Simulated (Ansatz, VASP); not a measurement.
Two plane-wave programs on ZnCu

Contents of INCAR:

```
SYSTEM = ZnCu
  ALGO = Normal
  EDIFF = 1E-7
  EDIFFG = -0.01
  ENCUT = 600
  GGA = CA
  IBRION = 2
  ISIF = 3
  ISMEAR = -1
  LASPH = .TRUE.
  LCHARG = .FALSE.
  LREAL = .FALSE.
  LWAVE = .FALSE.
  NELM = 60
  NSW = 60
  PREC = Accurate
  SIGMA = 0.05
```

Contents of KPOINTS:

```
k-points
0
G
  9 9 9
  0 0 0
```

File POSCAR:

```
ZnCu
1.0
    2.9450000000      0.0000000000      0.0000000000
    0.0000000000      2.9450000000      0.0000000000
    0.0000000000      0.0000000000      2.9450000000
Zn Cu
1 1
Direct
    0.5000000000      0.5000000000      0.5000000000
    0.0000000000      0.0000000000      0.0000000000
```

Contents of input.yaml:

```yaml
crystal:
  lattice:
    - [2.945, 0.0, 0.0]
    - [0.0, 2.945, 0.0]
    - [0.0, 0.0, 2.945]
  atoms:
    - { symbol: Zn, position: [0.5, 0.5, 0.5] }
    - { symbol: Cu, position: [0.0, 0.0, 0.0] }
hamiltonian:
  xc: lda
  pseudopotentials: { kind: paw }
kpoints:
  mp_grid: { grid: [9, 9, 9] }
scf:
  occupations: { method: fermi_dirac, width: 0.05 }
output:
  forces: true
  stress: true
  eigenvalues: true
relax:
  f_tol: 0.01
  max_steps: 40
  cell: { stress_tol: 0.05 }
```

Alike in both runs: task relaxation of cell and atoms; functional LDA; k mesh 9 × 9 × 9; occupations fermi-dirac, width 0.05 eV; no spin polarisation.

|  | VASP | Ansatz |
| --- | --- | --- |
| version | VASP 6.6.1 | Ansatz 0.2.0 |
| potentials or method | VASP PAW LDA potentials, release 64 (Zn, Cu) | Ansatz PAW |
| plane-wave cutoff (eV) | 600 | 420 |
| valence electrons in the cell | 23 | 31 |

Ansatz gave:

| Property | Result |
| --- | --- |
| gap on the k mesh at the Fermi level, each at its own relaxed structure (eV) | none |
| relaxed volume (Å³/atom) | 11.84 |
| relaxed cell length with the largest relative difference (Å) | 2.871 |

**Question.** Which values does VASP return?

**Answer.** gap on the k mesh at the Fermi level, each at its own relaxed structure (eV): none; relaxed volume (Å³/atom): 11.91; relaxed cell length with the largest relative difference (Å): 2.877.

LDA's correlation is that of Perdew and Zunger in VASP and of Perdew and Wang (1992) in Ansatz. A gap of «none» marks a metal or a gap that the smearing closes. VASP's potentials hold 23 valence electrons a cell and Ansatz's 31, so a difference there can come from the potentials and not from the codes.

Noted on Ansatz's run: the plane-wave basis is chosen anew once the cell has moved, so the energies of steps on either side of that aren't comparable.
